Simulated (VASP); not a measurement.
# ZrC (I4mm) in VASP: further runs

ZrC is run at these levels: LDA; tasks: single point.

Everything below comes from runs of VASP 6.6.1. Logs are shortened: lines on timing, memory, paths and dates and some standing lists are left out, and cuts for length are marked.

### 1 The cell of the first run

It takes space group I4mm (No. 107, tetragonal). The conventional cell has a = 3.282 Å, b = 3.282 Å, c = 4.641 Å, α = 90.00°, β = 90.00°, γ = 90.00°. Zr (site symmetry 4mm) has 6 C at 2.13 to 2.52 Å within 2.8 Å. Within 2.8 Å of C (site symmetry 4mm) lie 6 Zr at 2.13 to 2.52 Å.

### 2 Single point, LDA (mode 4 frozen in at -0.172 Å, strain +e along z and -e/2 along x and y +0.0000)

The input, INCAR:

```
PREC = Accurate
ENCUT = 520
EDIFF = 1E-6
ISMEAR = 0
SIGMA = 0.15
LREAL = False
LASPH = True
NELM = 100
ALGO = Normal
ISIF = 2
LWAVE = False
LCHARG = True
GGA = CA
LELF = True
LVHAR = True
NBANDS = 15
```

The input, KPOINTS:

```
Automatic mesh
0
Gamma
  16 16 16
```

The input, POSCAR:

```
ZrC
1.0
    0.0000000000      2.3207286109      2.3207286109
    2.3207286109      0.0000000000      2.3207286109
    2.3207286109      2.3207286109      0.0000000000
Zr C
1 1
Direct
    0.4951207967      0.5048792033      0.5048792033
    0.0370573274     -0.0370573274     -0.0370573274
```

Potentials or basis: VASP PAW LDA potentials, release 64 (Zr_sv, C).

Command:

```console
cat potpaw_LDA.64/Zr_sv/POTCAR potpaw_LDA.64/C/POTCAR > POTCAR
mpirun -np 1 vasp_std > vasp.out
```

OUTCAR:

```text
PREC = Accurate
   ENCUT = 520
   EDIFF = 1E-6
   ISMEAR = 0
   LREAL = False
   LASPH = True
   NELM = 100
   ISIF = 2
   GGA = CA

 ion  position               nearest neighbor table
   1  0.495  0.505  0.505-   2 2.13   2 2.33   2 2.33   2 2.33   2 2.33   2 2.52
   2  0.037  0.963  0.963-   1 2.13   1 2.33   1 2.33   1 2.33   1 2.33   1 2.52

  LATTYP: Found a face centered cubic cell.
 ALAT       =     4.6414572218

  Lattice vectors:

 A1 = (   0.0000000000,   2.3207286109,   2.3207286109)
 A2 = (   2.3207286109,   0.0000000000,   2.3207286109)
 A3 = (   2.3207286109,   2.3207286109,   0.0000000000)

Analysis of symmetry for initial positions (statically):
=====================================================================
 Subroutine PRICEL returns:
 Original cell was already a primitive cell.

 Routine SETGRP: Setting up the symmetry group for a
 face centered cubic supercell.

 Subroutine GETGRP returns: Found  8 space group operations
 (whereof  8 operations were pure point group operations)
 out of a pool of 48 trial point group operations.

The static configuration has the point symmetry C_4v.

Analysis of symmetry for dynamics (positions and initial velocities):
=====================================================================
 Subroutine PRICEL returns:
 Original cell was already a primitive cell.

 Routine SETGRP: Setting up the symmetry group for a
 face centered cubic supercell.

 Subroutine GETGRP returns: Found  8 space group operations
 (whereof  8 operations were pure point group operations)
 out of a pool of 48 trial point group operations.

The dynamic configuration has the point symmetry C_4v.

 Subroutine INISYM returns: Found  8 space group operations
 (whereof  8 operations are pure point group operations),
 and found     1 'primitive' translations

----------------------------------------------------------------------------------------

                                     Primitive cell

  volume of cell :      24.9979

  direct lattice vectors                    reciprocal lattice vectors
     0.000000000  2.320728611  2.320728611    -0.215449578  0.215449578  0.215449578
     2.320728611  0.000000000  2.320728611     0.215449578 -0.215449578  0.215449578
     2.320728611  2.320728611  0.000000000     0.215449578  0.215449578 -0.215449578

  length of vectors
     3.282005876  3.282005876  3.282005876     0.373169616  0.373169616  0.373169616

  position of ions in fractional coordinates (direct lattice)
     0.495120797  0.504879203  0.504879203
     0.037057327  0.962942673  0.962942673

  ion indices of the primitive-cell ions
   primitive index   ion index
                 1           1
                 2           2

----------------------------------------------------------------------------------------

 KPOINTS: Automatic mesh

Automatic generation of k-mesh.
 Grid dimensions read from file:
 generate k-points for:   16   16   16

 Generating k-lattice:

  Cartesian coordinates                     Fractional coordinates (reciprocal lattice)
    -0.013465599  0.013465599  0.013465599     0.062500000  0.000000000  0.000000000
     0.013465599 -0.013465599  0.013465599     0.000000000  0.062500000  0.000000000
     0.013465599  0.013465599 -0.013465599     0.000000000  0.000000000  0.062500000

  Length of vectors
     0.023323101  0.023323101  0.023323101

  Shift w.r.t. Gamma in fractional coordinates (k-lattice)
     0.000000000  0.000000000  0.000000000

 Subroutine IBZKPT returns following result:
 ===========================================

 Found    349 irreducible k-points:

 Following reciprocal coordinates:
            Coordinates               Weight
  0.000000  0.000000  0.000000      1.000000
  0.062500  0.000000  0.000000      8.000000
  0.125000  0.000000  0.000000      8.000000
  0.187500  0.000000  0.000000      8.000000
  0.250000  0.000000  0.000000      8.000000
  0.312500  0.000000  0.000000      8.000000
[... 16 lines left out ...]
  0.000000  0.437500  0.062500      8.000000
  0.500000  0.062500  0.000000     16.000000
 [... further k-points ...]
   k-points           NKPTS =    349   k-points in BZ     NKDIM =    349   number of bands    NBANDS=     15
   number of dos      NEDOS =    301   number of ions     NIONS =      2
   total plane-waves  NPLWV =  13824
   dimension x,y,z NGX =    24 NGY =   24 NGZ =   24
   dimension x,y,z NGXF=    48 NGYF=   48 NGZF=   48
   ions per type =               1   1
   NGX,Y,Z   is equivalent  to a cutoff of  12.16, 12.16, 12.16 a.u.
   NGXF,Y,Z  is equivalent  to a cutoff of  24.31, 24.31, 24.31 a.u.
 SYSTEM =  unknown system
   PREC   = accura    normal or accurate (medium, high low for compatibility)
   ISTART =      0    job   : 0-new  1-cont  2-samecut
   ICHARG =      2    charge: 1-file 2-atom 10-const
   ISPIN  =      1    spin polarized calculation?
   LNONCOLLINEAR =      F non collinear calculations
   LSORBIT =      F    spin-orbit coupling
   LASPH  =      T    aspherical Exc in radial PAW
   ENCUT  =  520.0 eV  38.22 Ry    6.18 a.u.   6.10  6.10  6.10*2*pi/ulx,y,z
   NELM   =    100;   NELMIN=  2; NELMDL= -5     # of ELM steps
   EDIFF  = 0.1E-05   stopping-criterion for ELM
   LREAL  =      F    real-space projection
   EDIFFG = 0.1E-04   stopping-criterion for IOM
   NSW    =      0    number of steps for IOM
   IBRION =     -1    ionic relax: 0-MD 1-quasi-New 2-CG
   NFREE  =      0    steps in history (QN), initial steepest desc. (CG)
   ISIF   =      2    stress and relaxation
   ISYM   =      2    0-nonsym 1-usesym 2-fastsym
   POTIM  = 0.5000    time-step for ionic-motion
   TEBEG  =    0.0;   TEEND  =   0.0 temperature during run
   PSTRESS=    0.0 pullay stress
   NELECT =      16.0000    total number of electrons
   NUPDOWN=      -1.0000    fix difference up-down
   EMIN   =  10.00;   EMAX   =-10.00  energy-range for DOS
   EFERMI =   0.00;   METHOD = LEGACY
   ISMEAR =     0;   SIGMA  =   0.15  broadening in eV -4-tet -1-fermi 0-gaus
   EFERMI_NEDOS =   21; number of points for ismear=-14 and -15
   IALGO  =     38    algorithm
   IMIX   =      4    mixing-type and parameters
     AMIX     =   0.40;   BMIX     =  1.00
     AMIX_MAG =   1.60;   BMIX_MAG =  1.00
  volume/ion in A,a.u.               =      12.50        84.35
  Fermi-wavevector in a.u.,A,eV,Ry     =   1.410849  2.666118 27.082319  1.990494
  Thomas-Fermi vector in A             =   2.532761
   LORBIT       =      0    0 simple, 1 ext, 2 COOP (PROOUT), +10 PAW based schemes
   GGA     = CA    functional components
   LHFCALC =     F    Hartree Fock is set to
   AEXX    =    0.0000 exact exchange contribution
   IVDW    =     0    specifies the selected vdW correction
   LEPSILON=     F    determine dielectric tensor
   LRPA    =     F    only Hartree local field effects (RPA)
 non-spin polarized calculation
 Gauss-broadening in eV      SIGMA  =   0.15
  energy-cutoff  :      520.00
  volume of cell :       25.00
 maximum number of plane-waves:       692
   NGX = 13   NGY = 13   NGZ = 13

 number of electron      16.0000000 magnetization

 Free energy of the ion-electron system (eV)
  ---------------------------------------------------
  ext. energy  EPLUGINS =         0.00000000
  ---------------------------------------------------
  free energy    TOTEN  =       -21.12517190 eV

  energy without entropy =      -21.12308313  energy(sigma->0) =      -21.12412752

 E-fermi :   9.9655     XC(G=0): -12.5291

 val. band max:        9.9561532085   @ k =   0.5000   0.4375   0.0625
 cond. band min:       9.9740353920   @ k =   0.1250   0.0625   0.0000
 fundamental gap:      0.0178821836
 Fermi energy:         9.9654596279

 k-point     1 :       0.0000    0.0000    0.0000
  band No.  band energies     occupation
      1     -37.7716      2.00000
      2     -15.6274      2.00000
      3     -15.6053      2.00000
      4     -15.6053      2.00000
      5      -1.3460      2.00000
      6       9.7495      1.95824
      7       9.7495      1.95824
      8      10.0727      0.31212
      9      10.9373      0.00000
     10      12.1412      0.00000
     11      12.1412      0.00000
     12      12.8031      0.00000
     13      13.8681      0.00000
     14      17.5945      0.00000
     15      20.3334      0.00000

 k-point     2 :       0.0625    0.0000    0.0000
  band No.  band energies     occupation
      1     -37.7669      2.00000
      2     -15.6588      2.00000
      3     -15.6194      2.00000
      4     -15.6090      2.00000
      5      -1.2498      2.00000
      6       9.2777      2.00000
      7       9.5973      1.99948
      8      10.1218      0.14059
      9      10.9790      0.00000
     10      11.7923      0.00000
     11      12.0869      0.00000
     12      13.4957      0.00000
     13      14.2892      0.00000
     14      17.7840      0.00000
     15      20.5938      0.00000

 k-point     3 :       0.1250    0.0000    0.0000
  band No.  band energies     occupation
      1     -37.7535      2.00000
      2     -15.7733      2.00000
      3     -15.6321      2.00000
      4     -15.6194      2.00000
      5      -0.9719      2.00000
      6       8.5224      2.00000
      7       9.1497      2.00000
      8       9.6440      1.99756
      9      11.2351      0.00000
     10      11.6943      0.00000
     11      12.1879      0.00000
     12      14.6046      0.00000
     13      15.2015      0.00000
     14      18.2739      0.00000
     15      21.3148      0.00000
[... 343 lines left out ...]
 k-point    23 :       0.0000    0.4375    0.0625
  band No.  band energies     occupation
      1     -37.6525      2.00000
      2     -16.5443      2.00000
      3     -15.7218      2.00000
      4     -15.7111      2.00000
      5       1.5043      2.00000
      6       4.9663      2.00000
      7       7.0452      2.00000
      8       7.1073      2.00000
      9      13.4585      0.00000
     10      14.4831      0.00000
     11      14.8268      0.00000
     12      17.4733      0.00000
     13      19.0301      0.00000
     14      20.7391      0.00000
     15      24.1126      0.00000

 k-point    24 :       0.5000    0.0625    0.0000
  band No.  band energies     occupation
      1     -37.6447      2.00000
      2     -16.5988      2.00000
      3     -15.7302      2.00000
      4     -15.7158      2.00000
      5       1.8075      2.00000
      6       4.6176      2.00000
      7       6.8442      2.00000
      8       7.0630      2.00000
      9      14.0602      0.00000
     10      14.5455      0.00000
     11      15.2997      0.00000
     12      16.9110      0.00000
     13      19.7292      0.00000
     14      20.5929      0.00000
     15      23.3379      0.00000

 [... further k-points ...]
[... 5 lines left out ...]
  --------------------------------------------------------------------------------------
  -------------------------------------------------------------------------------------
  Total        1.9045840     -0.0082237     -0.0082237      0.0000000      0.0000000      0.0000000
  in kB      122.0696338     -0.5270802     -0.5270802      0.0000000      0.0000000      0.0000000
  external PRESSURE =      40.3384911 kB  Pullay stress =       0.0000000 kB

 VOLUME and BASIS-vectors are now :
 -----------------------------------------------------------------------------
  energy-cutoff  :      520.00
  volume of cell :       25.00
      direct lattice vectors                 reciprocal lattice vectors
     0.000000000  2.320728611  2.320728611    -0.215449578  0.215449578  0.215449578
     2.320728611  0.000000000  2.320728611     0.215449578 -0.215449578  0.215449578
     2.320728611  2.320728611  0.000000000     0.215449578  0.215449578 -0.215449578

 POSITION                                       TOTAL-FORCE (eV/Angst)
 -----------------------------------------------------------------------------------
      2.34338      2.32073      2.32073        -1.715849      0.000000      0.000000
      4.46946      2.32073      2.32073         1.715849      0.000000      0.000000
 -----------------------------------------------------------------------------------
    total drift:                               -0.000187     -0.000000     -0.000000

  FREE ENERGIE OF THE ION-ELECTRON SYSTEM (eV)
  ---------------------------------------------------
  free  energy   TOTEN  =       -21.1251719032 eV

  energy  without entropy=      -21.1230831305  energy(sigma->0) =      -21.12412752
```

It took 38 s on 1 thread of Intel Xeon Platinum 8559C (Emerald Rapids), shared host; peak memory 0.23 GiB.

What came out:

- Free energy: -21.1252 eV
- Pressure: 4.0 GPa
- Largest force: 1.716 eV/Å
- Band gap on the k mesh: zero (band 8 reaches 10.33 eV, above the bottom of band 9 at 9.37 eV)

Forces in eV/Å, atoms in the order of the input:
```
Zr  -1.716  0.000  0.000
C    1.716  0.000  0.000
```

Stress tensor (GPa, compression positive):
```
12.21  0.00  0.00
 0.00 -0.05  0.00
 0.00  0.00 -0.05
```

Caveat: the cell differs from its parent crystal (mode 4 frozen in at -0.172 Å, strain +e along z and -e/2 along x and y +0.0000); forces of over 1 eV/Å act on the atoms, so gaps and moduli don't describe the material at rest.

### 3 Single point, LDA (mode 4 frozen in at -0.115 Å, strain +e along z and -e/2 along x and y +0.0000)

The input, INCAR:

```
SYSTEM = ZrC
PREC = Accurate ; ENCUT = 520
EDIFF = 1E-6 ; ISMEAR = 0
SIGMA = 0.15 ; LREAL = .False.
LASPH = .True. ; NELM = 60
ALGO = Normal ; ISIF = 2
LWAVE = .False. ; LCHARG = .True.
LELF = .True. ; LVHAR = .True.
NBANDS = 15
```

The input, KPOINTS:

```
Automatic mesh
0
Gamma
  16 16 16
  0 0 0
```

The input, POSCAR:

```
ZrC
1.0
    0.0000000000      2.3207286109      2.3207286109
    2.3207286109      0.0000000000      2.3207286109
    2.3207286109      2.3207286109      0.0000000000
Zr C
1 1
Direct
    0.4967462522      0.5032537478      0.5032537478
    0.0247120666     -0.0247120666     -0.0247120666
```

Potentials or basis: VASP PAW LDA potentials, release 64 (Zr_sv, C).

Command:

```console
cat potpaw_LDA.64/Zr_sv/POTCAR potpaw_LDA.64/C/POTCAR > POTCAR
mpirun -np 1 vasp_std > vasp.out
```

Wall time 41 s (1 thread of Intel Xeon Platinum 8559C (Emerald Rapids), shared host); peak memory 0.23 GiB.

It converged, with:

```yaml
Free_energy: -21.2132 eV
Pressure: 2.1 GPa
Largest_force: 1.031 eV/Å
Band_gap_on_the_k_mesh: zero (band 8 reaches 10.45 eV, above the bottom of band 9 at 9.45 eV)
```

Forces in eV/Å, atoms in the order of the input:
```
Zr  -1.031  0.000  0.000
C    1.031  0.000  0.000
```

Stress tensor (GPa, compression positive):
```
5.68 0.00 0.00
0.00 0.34 0.00
0.00 0.00 0.34
```

Levels at points of the mesh, in eV from the Fermi level:
| k point | band 4 | band 5 | band 6 | band 7 | band 8 | band 9 | band 10 | band 11 | band 12 | band 13 |
| --- | --- | --- | --- | --- | --- | --- | --- | --- | --- | --- |
| (0.00, 0.00, 0.00) | -25.56 | -11.33 | 0.16 | 0.16 | 0.47 | 0.98 | 1.76 | 1.76 | 2.84 | 3.39 |
| (0.50, 0.00, 0.00) | -25.65 | -8.02 | -5.49 | -3.12 | -3.09 | 4.53 | 4.62 | 5.43 | 6.60 | 10.18 |
| (0.50, 0.50, 0.00) | -25.89 | -10.17 | -2.29 | -2.02 | 0.01 | 0.40 | 4.70 | 5.83 | 5.83 | 8.44 |
| (0.00, 0.50, 0.50) | -25.89 | -10.17 | -2.01 | -1.94 | 0.06 | 0.06 | 4.60 | 5.83 | 5.83 | 8.08 |

Caveat: the cell differs from its parent crystal (mode 4 frozen in at -0.115 Å, strain +e along z and -e/2 along x and y +0.0000); forces of over 1 eV/Å act on the atoms, so gaps and moduli don't describe the material at rest.
